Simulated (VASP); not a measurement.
A run of VASP 6.6.1:

The input INCAR:

```
SYSTEM = Au
PREC = Accurate
ENCUT = 500
EDIFF = 1E-6
ISMEAR = -1
SIGMA = 0.03
LREAL = .FALSE.
LASPH = .TRUE.
NELM = 120
ALGO = Normal
ISIF = 2
LWAVE = .FALSE.
LCHARG = .FALSE.
GGA = PE
NBANDS = 18
GGA_COMPAT = .FALSE.
```

File KPOINTS:

```
Automatic mesh
0
G
  14 14 8
  0 0 0
```

Contents of POSCAR:

```
Au
1.0
    2.8999984104     -0.0144999920     -0.0144999920
   -1.4625565667      2.5187222904     -0.0053073654
   -0.0244000000     -0.0244000000      4.8800000000
Au
2
Direct
    0.3333333333      0.6666666667      0.7500000000
    0.6666666667      0.3333333333      0.2500000000
```

Potentials or basis: VASP PAW PBE potentials, release 64 (Au).

Run with:

```bash
$ cat potpaw_PBE.64/Au/POTCAR > POTCAR
$ mpirun -np 1 vasp_std > vasp.out
```

Hardware: 1 thread of Oxide Virtual Turin-like Processor (shared host).

Problem. How long does it take, and how much memory?

Solution. Wall time 6.2 min on 1 thread of Oxide Virtual Turin-like Processor, with other jobs on the host, peak memory 0.44 GiB. Counts: scf iterations 11, k points 788.
